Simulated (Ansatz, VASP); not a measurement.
**One calculation of Nb, two programs**

```xyz
1
Lattice="0.0000 2.2207 2.1679 2.2207 0.0000 2.1679 2.2207 2.2207 0.0000" Properties=species:S:1:pos:R:3 pbc="T T T"
Nb    0.0000    0.0000    0.0000
```

Change from the starting cell: strain +0.050 along x and y, +0.025 along z, atoms carried along.

Alike in both runs: task single point; functional PBEsol; k mesh 20 × 20 × 20; occupations gaussian, width 0.15 eV; no spin polarisation.

|  | VASP | Ansatz |
| --- | --- | --- |
| version | VASP 6.6.1 | Ansatz 0.2.0 |
| potentials or method | VASP PAW PBE potentials, release 64 (Nb_sv), cutoff 500 eV | scalar-relativistic, plane waves, PAW |
| valence electrons in the cell | 13 | 13 |

|  | VASP | Ansatz | Ansatz less VASP |
| --- | --- | --- | --- |
| gap on the k mesh at the Fermi level (eV) | none | none | - |
| pressure (GPa) | -21.5 | -21.3 | +0.27 |
| traceless stress, the component that is largest in VASP (GPa) | -2.82 | -2.84 | -0.026 |

VASP's potentials were made for PBE, not for PBEsol. A gap of «none» marks a metal or a gap that the smearing closes. With one functional, cell and mesh, what is left measures potentials, basis and numerics.
